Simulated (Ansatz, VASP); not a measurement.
This is a calculation of Ge for VASP 6.6.1.

The input INCAR:

```
SYSTEM = Ge
PREC = Accurate ; ENCUT = 520
EDIFF = 1E-7 ; ISMEAR = -1
SIGMA = 0.05 ; LREAL = .FALSE.
LASPH = .TRUE. ; NELM = 60
ALGO = Normal ; ISIF = 2
LWAVE = .FALSE. ; LCHARG = .FALSE.
GGA = CA ; NBANDS = 21
```

File KPOINTS:

```
regular mesh
0
G
  8 8 8
  0 0 0
```

POSCAR

```
Ge
1.0
    0.0000000000      2.8661367691      2.8661367691
    2.8661367691      0.0000000000      2.8661367691
    2.8661367691      2.8661367691      0.0000000000
Ge
2
Direct
    0.7500000000      0.7500000000      0.7500000000
    0.5000000000      0.5000000000      0.5000000000
```

Potentials or basis: VASP PAW LDA potentials, release 64 (Ge_d).

Command:

```sh
$ cat potpaw_LDA.64/Ge_d/POTCAR > POTCAR
$ mpirun -np 1 vasp_std > vasp.out
```

Question: Set up the same calculation for Ansatz 0.2.0. Potentials there: Ansatz PAW.

Answer: As run (the cutoff follows the program's own potentials):

input.yaml

```yaml
crystal:
  lattice:
    - [0.0, 2.8661367691, 2.8661367691]
    - [2.8661367691, 0.0, 2.8661367691]
    - [2.8661367691, 2.8661367691, 0.0]
  atoms:
    - { symbol: Ge, position: [0.75, 0.75, 0.75] }
    - { symbol: Ge, position: [0.5, 0.5, 0.5] }
hamiltonian:
  xc: lda
  pseudopotentials: { kind: paw }
kpoints:
  mp_grid: { grid: [8, 8, 8] }
scf:
  occupations: { method: fermi_dirac, width: 0.05 }
output:
  forces: true
  stress: true
  eigenvalues: true
```

Potentials or basis: Ansatz PAW.

The run is started by

```console
$ ansatz run input.yaml --threads 2 --pin off --max-ram 5632MiB --backend cpu --events-out ev --progress --plain --runs-dir out
```

Both were run:

|  | VASP | Ansatz | Ansatz less VASP |
| --- | --- | --- | --- |
| gap on the k mesh at the Fermi level (eV) | none | none | - |
| pressure (GPa) | -3.5 | -3.6 | -0.13 |

LDA's correlation is that of Perdew and Zunger in VASP and of Perdew and Wang (1992) in Ansatz. A gap of «none» marks a metal or a gap that the smearing closes.
